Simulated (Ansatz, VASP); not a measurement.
Ge in VASP and in Ansatz

The input INCAR:

```
SYSTEM = Ge
  ALGO = Normal
  EDIFF = 1E-6
  ENCUT = 520
  GGA = PE
  ISIF = 2
  ISMEAR = 0
  LASPH = .TRUE.
  LCHARG = .FALSE.
  LREAL = .FALSE.
  LWAVE = .FALSE.
  NBANDS = 21
  NELM = 60
  PREC = Accurate
  SIGMA = 0.15
```

File KPOINTS:

```
k-points
0
G
  14 14 14
  0 0 0
```

File POSCAR:

```
Ge
1.0
    0.0000000000      2.6873315000      2.6873315000
    2.6873315000      0.0000000000      2.6873315000
    2.6873315000      2.6873315000      0.0000000000
Ge
2
Direct
    0.5000000000      0.5000000000      0.5000000000
    0.7500000000      0.7500000000      0.7500000000
```

Input for Ansatz:

```yaml
crystal:
  lattice:
    - [0.0, 2.6873315, 2.6873315]
    - [2.6873315, 0.0, 2.6873315]
    - [2.6873315, 2.6873315, 0.0]
  atoms:
    - { symbol: Ge, position: [0.5, 0.5, 0.5] }
    - { symbol: Ge, position: [0.75, 0.75, 0.75] }
basis:
  ecutwfc: 420
kpoints:
  mp_grid: { grid: [14, 14, 14] }
hamiltonian:
  xc: pbe
scf:
  occupations: { method: gaussian, width: 0.15 }
output:
  forces: true
  stress: true
  eigenvalues: true
```

Change from the starting cell: strain -0.050 along x and y, -0.050 along z, atoms carried along.

Alike in both runs: task single point; functional PBE; k mesh 14 × 14 × 14; occupations gaussian, width 0.15 eV; no spin polarisation.

|  | VASP | Ansatz |
| --- | --- | --- |
| version | VASP 6.6.1 | Ansatz 0.2.0 |
| potentials or method | VASP PAW PBE potentials, release 64 (Ge_d), cutoff 520 eV | scalar-relativistic, plane waves, PAW |
| valence electrons in the cell | 28 | 28 |

```csv
,VASP,Ansatz,Ansatz less VASP
gap on the k mesh at the Fermi level (eV),0.32,0.32,-0.005
least direct gap on the mesh (eV),1.52,1.51,-0.012
pressure (GPa),20.2,20.2,+0.05
```
